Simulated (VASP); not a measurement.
Here is a VASP 6.6.1 calculation.

INCAR

```
  ALGO = Normal
  EDIFF = 1E-7
  ENCUT = 520
  GGA = PE
  ISIF = 2
  ISMEAR = -1
  LASPH = T
  LCHARG = F
  LREAL = F
  LWAVE = F
  NBANDS = 15
  NELM = 60
  PREC = Accurate
  SIGMA = 0.03
```

Contents of KPOINTS:

```
k-points
0
Gamma
  7 7 7
```

POSCAR

```
RbBr
1.0
    0.0000000000      3.4726038566      3.4726038566
    3.4726038566      0.0000000000      3.4726038566
    3.4726038566      3.4726038566      0.0000000000
Rb Br
1 1
Direct
    0.0000000000      0.0000000000      0.0000000000
    0.5000000000      0.5000000000      0.5000000000
```

Potentials or basis: VASP PAW PBE potentials, release 64 (Rb_sv, Br).

Command:

```bash
$ cat potpaw_PBE.64/Rb_sv/POTCAR potpaw_PBE.64/Br/POTCAR > POTCAR
$ mpirun -np 1 vasp_std > vasp.out
```

What does it give for the pressure?

0.4 GPa.

Predict the band gap on the k mesh.

4.26 eV, direct.

 A k mesh can miss the band edges.
